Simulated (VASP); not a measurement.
Runs of VASP 6.6.1 on AlN. The cells are those of the table. 

| cell | gap on the mesh (eV) | pressure (GPa) | largest force (eV/Å) |
| --- | --- | --- | --- |
| a = 3.114, b = 3.114, c = 9.681 Å, angles 86.9, 88.5, 60.0°, 8 atoms | 3.73 | (a) | 5.55 |
| a = 3.114, b = 3.114, c = 9.722 Å, angles 83.9, 86.9, 60.0°, 8 atoms | 2.70 | 4.9 | 3.18 |
| a = 3.114, b = 3.114, c = 13.190 Å, angles 86.6, 88.3, 60.0°, 8 atoms | none | -1.2 | 2.05 |
| a = 3.114, b = 3.114, c = 13.169 Å, angles 88.9, 89.4, 60.0°, 8 atoms | none | -1.2 | 2.05 |

Alike in all rows: task single point; level PBEsol; potentials or basis VASP PAW PBE potentials, release 64 (Al, N); no spin polarisation; k mesh 8 × 8 × 3; cutoff (eV) 520; smearing gaussian 0.05 eV.

Fill in the values left out.

(a) 8.2.

Caveats: the PAW data sets were made with another functional, which shifts forces and pressure a little; semilocal functionals underestimate gaps, and a narrow one can read as zero (at least some runs); the stress differs along the axes, from -0 to 22 GPa (at least some runs); the stress differs along the axes, from -6 to 19 GPa (at least some runs).

A k mesh can miss the band edges.

A gap of «none» marks levels without a gap at the run's occupations.
